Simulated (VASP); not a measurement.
# Rb2NaGaCl6 (Fm-3m) in VASP: single point with LDA

Aim: the single point of Rb2NaGaCl6 with LDA.

Everything below comes from runs of VASP 6.6.1. Logs are shortened: lines on timing, memory, paths and dates and some standing lists are left out, and cuts for length are marked.

## Step 1: The cell of the first run

Symmetry: Fm-3m, No. 225, cubic system. Conventional cell: a = 9.896 Å, b = 9.896 Å, c = 9.896 Å, α = 90.00°, β = 90.00°, γ = 90.00°. Within 4.6 Å of Rb (site symmetry -43m) lie 12 Cl at 3.50 Å and 4 Na at 4.28 Å and 4 Ga at 4.28 Å. Within 3.4 Å of Na (site symmetry m-3m) lie 6 Cl at 2.61 Å. Within 3.1 Å of Ga (site symmetry m-3m) lie 6 Cl at 2.33 Å. Cl (site symmetry 4mm) has 1 Ga at 2.33 Å and 1 Na at 2.61 Å within 3.1 Å.

## Step 2: Single point, LDA

INCAR reads:

```
SYSTEM = Rb2NaGaCl6
PREC = Accurate ; ENCUT = 520
EDIFF = 1E-6 ; ISMEAR = -1
SIGMA = 0.1 ; LREAL = .False.
LASPH = .True. ; NELM = 100
ALGO = Normal ; ISIF = 2
LWAVE = .False. ; LCHARG = .False.
GGA = CA ; NBANDS = 51
```

KPOINTS reads:

```
regular mesh
0
Gamma
  3 3 3
  0 0 0
```

POSCAR reads:

```
Rb2NaGaCl6
1.0
    0.0000000000      4.9478090164      4.9478090164
    4.9478090164      0.0000000000      4.9478090164
    4.9478090164      4.9478090164      0.0000000000
Rb Na Ga Cl
2 1 1 6
Direct
    0.7500000000      0.7500000000      0.7500000000
    0.2500000000      0.2500000000      0.2500000000
    0.5000000000      0.5000000000      0.5000000000
    0.0000000000      0.0000000000      0.0000000000
    0.7642409524      0.2357590476      0.2357590476
    0.2357590476      0.2357590476      0.7642409524
    0.2357590476      0.7642409524      0.7642409524
    0.2357590476      0.7642409524      0.2357590476
    0.7642409524      0.2357590476      0.7642409524
    0.7642409524      0.7642409524      0.2357590476
```

Potentials or basis: VASP PAW LDA potentials, release 64 (Rb_sv, Na_pv, Ga_d, Cl).

Command:

```console
$ cat potpaw_LDA.64/Rb_sv/POTCAR potpaw_LDA.64/Na_pv/POTCAR potpaw_LDA.64/Ga_d/POTCAR potpaw_LDA.64/Cl/POTCAR > POTCAR
$ mpirun -np 1 vasp_std > vasp.out
```

OUTCAR:

```text
SYSTEM = Rb2NaGaCl6
   PREC = Accurate
   ENCUT = 520
   EDIFF = 1E-6
   ISMEAR = -1
   LREAL = .False.
   LASPH = .True.
   NELM = 100
   ISIF = 2
   GGA = CA

 ion  position               nearest neighbor table
   1  0.750  0.750  0.750-   7 3.50   9 3.50  10 3.50   5 3.50   8 3.50  10 3.50   5 3.50   6 3.50
                             9 3.50   6 3.50   7 3.50   8 3.50   3 4.28   3 4.28   4 4.28   3 4.28
   2  0.250  0.250  0.250-   5 3.50   9 3.50  10 3.50   7 3.50   8 3.50  10 3.50   6 3.50   7 3.50
                             9 3.50   5 3.50   6 3.50   8 3.50   4 4.28   4 4.28   4 4.28   3 4.28
   3  0.500  0.500  0.500-   5 2.61   6 2.61   7 2.61   8 2.61   9 2.61  10 2.61   2 4.28   2 4.28
                             2 4.28   1 4.28   1 4.28   1 4.28   2 4.28   1 4.28
   4  0.000  0.000  0.000-   5 2.33   6 2.33   7 2.33   8 2.33   9 2.33  10 2.33   1 4.28   1 4.28
                             1 4.28   2 4.28   2 4.28   2 4.28   2 4.28   1 4.28
   5  0.764  0.236  0.236-   4 2.33   3 2.61   2 3.50   1 3.50   1 3.50   2 3.50
   6  0.236  0.236  0.764-   4 2.33   3 2.61   2 3.50   1 3.50   1 3.50   2 3.50
   7  0.236  0.764  0.764-   4 2.33   3 2.61   1 3.50   1 3.50   2 3.50   2 3.50
   8  0.236  0.764  0.236-   4 2.33   3 2.61   2 3.50   1 3.50   1 3.50   2 3.50
   9  0.764  0.236  0.764-   4 2.33   3 2.61   1 3.50   1 3.50   2 3.50   2 3.50
  10  0.764  0.764  0.236-   4 2.33   3 2.61   1 3.50   1 3.50   2 3.50   2 3.50

  LATTYP: Found a face centered cubic cell.
 ALAT       =     9.8956180328

  Lattice vectors:

 A1 = (   0.0000000000,   4.9478090164,   4.9478090164)
 A2 = (   4.9478090164,   0.0000000000,   4.9478090164)
 A3 = (   4.9478090164,   4.9478090164,   0.0000000000)

Analysis of symmetry for initial positions (statically):
=====================================================================
 Subroutine PRICEL returns:
 Original cell was already a primitive cell.

 Routine SETGRP: Setting up the symmetry group for a
 face centered cubic supercell.

 Subroutine GETGRP returns: Found 48 space group operations
 (whereof 48 operations were pure point group operations)
 out of a pool of 48 trial point group operations.

The static configuration has the point symmetry O_h .

Analysis of symmetry for dynamics (positions and initial velocities):
=====================================================================
 Subroutine PRICEL returns:
 Original cell was already a primitive cell.

 Routine SETGRP: Setting up the symmetry group for a
 face centered cubic supercell.

 Subroutine GETGRP returns: Found 48 space group operations
 (whereof 48 operations were pure point group operations)
 out of a pool of 48 trial point group operations.

The dynamic configuration has the point symmetry O_h .

 Subroutine INISYM returns: Found 48 space group operations
 (whereof 48 operations are pure point group operations),
 and found     1 'primitive' translations

----------------------------------------------------------------------------------------

                                     Primitive cell

  volume of cell :     242.2528

  direct lattice vectors                    reciprocal lattice vectors
     0.000000000  4.947809016  4.947809016    -0.101054830  0.101054830  0.101054830
     4.947809016  0.000000000  4.947809016     0.101054830 -0.101054830  0.101054830
     4.947809016  4.947809016  0.000000000     0.101054830  0.101054830 -0.101054830

  length of vectors
     6.997258615  6.997258615  6.997258615     0.175032100  0.175032100  0.175032100

  position of ions in fractional coordinates (direct lattice)
     0.750000000  0.750000000  0.750000000
     0.250000000  0.250000000  0.250000000
     0.500000000  0.500000000  0.500000000
     0.000000000  0.000000000  0.000000000
     0.764240952  0.235759048  0.235759048
     0.235759048  0.235759048  0.764240952
     0.235759048  0.764240952  0.764240952
     0.235759048  0.764240952  0.235759048
     0.764240952  0.235759048  0.764240952
     0.764240952  0.764240952  0.235759048

  ion indices of the primitive-cell ions
   primitive index   ion index
                 1           1
                 2           2
                 3           3
                 4           4
                 5           5
                 6           6
                 7           7
                 8           8
                 9           9
                10          10

----------------------------------------------------------------------------------------

 KPOINTS: regular mesh

Automatic generation of k-mesh.
 Grid dimensions read from file:
 generate k-points for:    3    3    3

 Generating k-lattice:

  Cartesian coordinates                     Fractional coordinates (reciprocal lattice)
    -0.033684943  0.033684943  0.033684943     0.333333333  0.000000000  0.000000000
     0.033684943 -0.033684943  0.033684943     0.000000000  0.333333333  0.000000000
     0.033684943  0.033684943 -0.033684943     0.000000000  0.000000000  0.333333333

  Length of vectors
     0.058344033  0.058344033  0.058344033

  Shift w.r.t. Gamma in fractional coordinates (k-lattice)
     0.000000000  0.000000000  0.000000000

 Subroutine IBZKPT returns following result:
 ===========================================

 Found      4 irreducible k-points:

 Following reciprocal coordinates:
            Coordinates               Weight
  0.000000  0.000000  0.000000      1.000000
  0.333333  0.000000  0.000000      8.000000
  0.333333  0.333333  0.000000      6.000000
 -0.333333  0.333333  0.000000     12.000000
   k-points           NKPTS =      4   k-points in BZ     NKDIM =      4   number of bands    NBANDS=     51
   number of dos      NEDOS =    301   number of ions     NIONS =     10
   total plane-waves  NPLWV = 157464
   dimension x,y,z NGX =    54 NGY =   54 NGZ =   54
   dimension x,y,z NGXF=   108 NGYF=  108 NGZF=  108
   ions per type =               2   1   1   6
   NGX,Y,Z   is equivalent  to a cutoff of  12.83, 12.83, 12.83 a.u.
   NGXF,Y,Z  is equivalent  to a cutoff of  25.66, 25.66, 25.66 a.u.
 SYSTEM =  Rb2NaGaCl6
   PREC   = accura    normal or accurate (medium, high low for compatibility)
   ISTART =      0    job   : 0-new  1-cont  2-samecut
   ICHARG =      2    charge: 1-file 2-atom 10-const
   ISPIN  =      1    spin polarized calculation?
   LNONCOLLINEAR =      F non collinear calculations
   LSORBIT =      F    spin-orbit coupling
   LASPH  =      T    aspherical Exc in radial PAW
   ENCUT  =  520.0 eV  38.22 Ry    6.18 a.u.  13.01 13.01 13.01*2*pi/ulx,y,z
   NELM   =    100;   NELMIN=  2; NELMDL= -5     # of ELM steps
   EDIFF  = 0.1E-05   stopping-criterion for ELM
   LREAL  =      F    real-space projection
   EDIFFG = 0.1E-04   stopping-criterion for IOM
   NSW    =      0    number of steps for IOM
   IBRION =     -1    ionic relax: 0-MD 1-quasi-New 2-CG
   NFREE  =      0    steps in history (QN), initial steepest desc. (CG)
   ISIF   =      2    stress and relaxation
   ISYM   =      2    0-nonsym 1-usesym 2-fastsym
   POTIM  = 0.5000    time-step for ionic-motion
   TEBEG  =    0.0;   TEEND  =   0.0 temperature during run
   PSTRESS=    0.0 pullay stress
   NELECT =      80.0000    total number of electrons
   NUPDOWN=      -1.0000    fix difference up-down
   EMIN   =  10.00;   EMAX   =-10.00  energy-range for DOS
   EFERMI =   0.00;   METHOD = LEGACY
   ISMEAR =    -1;   SIGMA  =   0.10  broadening in eV -4-tet -1-fermi 0-gaus
   EFERMI_NEDOS =   21; number of points for ismear=-14 and -15
   IALGO  =     38    algorithm
   IMIX   =      4    mixing-type and parameters
     AMIX     =   0.40;   BMIX     =  1.00
     AMIX_MAG =   1.60;   BMIX_MAG =  1.00
  volume/ion in A,a.u.               =      24.23       163.48
  Fermi-wavevector in a.u.,A,eV,Ry     =   1.131571  2.138360 17.421627  1.280453
  Thomas-Fermi vector in A             =   2.268271
   LORBIT       =      0    0 simple, 1 ext, 2 COOP (PROOUT), +10 PAW based schemes
   GGA     = CA    functional components
   LHFCALC =     F    Hartree Fock is set to
   AEXX    =    0.0000 exact exchange contribution
   IVDW    =     0    specifies the selected vdW correction
   LEPSILON=     F    determine dielectric tensor
   LRPA    =     F    only Hartree local field effects (RPA)
 non-spin polarized calculation
  energy-cutoff  :      520.00
  volume of cell :      242.25
 maximum number of plane-waves:      6557
 NGX is ok and might be reduce to    54
   NGX = 25   NGY = 25   NGZ = 25

 number of electron      79.9999975 magnetization

 Free energy of the ion-electron system (eV)
  ---------------------------------------------------
  ext. energy  EPLUGINS =         0.00000000
  ---------------------------------------------------
  free energy    TOTEN  =       -37.14219457 eV

  energy without entropy =      -37.14219398  energy(sigma->0) =      -37.14219428

 E-fermi :   1.7474     XC(G=0):  -9.2228

 val. band max:        0.2112136598   @ k =   0.0000   0.0000   0.0000
 cond. band min:       3.0351557254   @ k =   0.0000   0.0000   0.0000
 fundamental gap:      2.8239420656
 Fermi energy:         1.7473969856

 k-point     1 :       0.0000    0.0000    0.0000
  band No.  band energies     occupation
      1     -23.9005      2.00000
      2     -23.8923      2.00000
      3     -21.1764      2.00000
      4     -21.1764      2.00000
      5     -21.1764      2.00000
      6     -13.9181      2.00000
[... 43 lines left out ...]
     50       7.6042      0.00000
     51       7.6042      0.00000

 k-point     2 :       0.3333    0.0000    0.0000
  band No.  band energies     occupation
      1     -23.8982      2.00000
      2     -23.8942      2.00000
      3     -21.1764      2.00000
      4     -21.1764      2.00000
      5     -21.1764      2.00000
      6     -13.9256      2.00000
[... 43 lines left out ...]
     50       8.4404      0.00000
     51       8.4689      0.00000

 k-point     3 :       0.3333    0.3333    0.0000
  band No.  band energies     occupation
      1     -23.8982      2.00000
      2     -23.8941      2.00000
      3     -21.1764      2.00000
      4     -21.1764      2.00000
      5     -21.1764      2.00000
      6     -13.9553      2.00000
[... 43 lines left out ...]
     50       8.8810      0.00000
     51       8.9008      0.00000

 k-point     4 :      -0.3333    0.3333    0.0000
  band No.  band energies     occupation
      1     -23.8961      2.00000
      2     -23.8961      2.00000
      3     -21.1764      2.00000
      4     -21.1764      2.00000
      5     -21.1764      2.00000
      6     -13.9472      2.00000
[... 43 lines left out ...]
     50       8.7764      0.00000
     51       9.1573      0.00000

------------------------ aborting loop because EDIFF is reached ----------------------------------------

  FORCE on cell =-STRESS in cart. coord.  units (eV):
  Direction    XX          YY          ZZ          XY          YZ          ZX
  --------------------------------------------------------------------------------------
  -------------------------------------------------------------------------------------
  Total        0.0367542      0.0367542      0.0367542     -0.0000000     -0.0000000      0.0000000
  in kB        0.2430797      0.2430797      0.2430797     -0.0000000     -0.0000000      0.0000000
  external PRESSURE =       0.2430797 kB  Pullay stress =       0.0000000 kB

 VOLUME and BASIS-vectors are now :
 -----------------------------------------------------------------------------
  energy-cutoff  :      520.00
  volume of cell :      242.25
      direct lattice vectors                 reciprocal lattice vectors
     0.000000000  4.947809016  4.947809016    -0.101054830  0.101054830  0.101054830
     4.947809016  0.000000000  4.947809016     0.101054830 -0.101054830  0.101054830
     4.947809016  4.947809016  0.000000000     0.101054830  0.101054830 -0.101054830

 POSITION                                       TOTAL-FORCE (eV/Angst)
 -----------------------------------------------------------------------------------
      7.42171      7.42171      7.42171        -0.000000     -0.000000      0.000000
      2.47390      2.47390      2.47390         0.000000     -0.000000      0.000000
      4.94781      4.94781      4.94781        -0.000000      0.000000      0.000000
      0.00000      0.00000      0.00000        -0.000000      0.000000      0.000000
      2.33298      4.94781      4.94781         0.009274      0.000000      0.000000
      4.94781      4.94781      2.33298        -0.000000      0.000000      0.009274
      7.56264      4.94781      4.94781        -0.009274      0.000000      0.000000
      4.94781      2.33298      4.94781        -0.000000      0.009274      0.000000
      4.94781      7.56264      4.94781        -0.000000     -0.009274      0.000000
      4.94781      4.94781      7.56264        -0.000000      0.000000     -0.009274
 -----------------------------------------------------------------------------------
    total drift:                                0.000000      0.000000      0.000000

  FREE ENERGIE OF THE ION-ELECTRON SYSTEM (eV)
  ---------------------------------------------------
  free  energy   TOTEN  =       -37.1421945744 eV

  energy  without entropy=      -37.1421939828  energy(sigma->0) =      -37.14219428
```

Wall time 45 s (1 thread of AMD EPYC 9R45 (Zen 5), shared host); peak memory 0.3 GiB.

What came out:

| Item | Value |
| --- | --- |
| Free energy | -37.1422 eV |
| Pressure | 0.0 GPa |
| Largest force | 0.009 eV/Å |
| Band gap on the k mesh | 2.82 eV, direct |

Forces in eV/Å, atoms in the order of the input:
```
Rb   0.000  0.000  0.000
Rb   0.000  0.000  0.000
Na   0.000  0.000  0.000
Ga   0.000  0.000  0.000
Cl   0.009  0.000  0.000
Cl   0.000  0.000  0.009
Cl  -0.009  0.000  0.000
Cl   0.000  0.009  0.000
Cl   0.000 -0.009  0.000
Cl   0.000  0.000 -0.009
```

As with any semilocal functional, this LDA gap is likely too small.
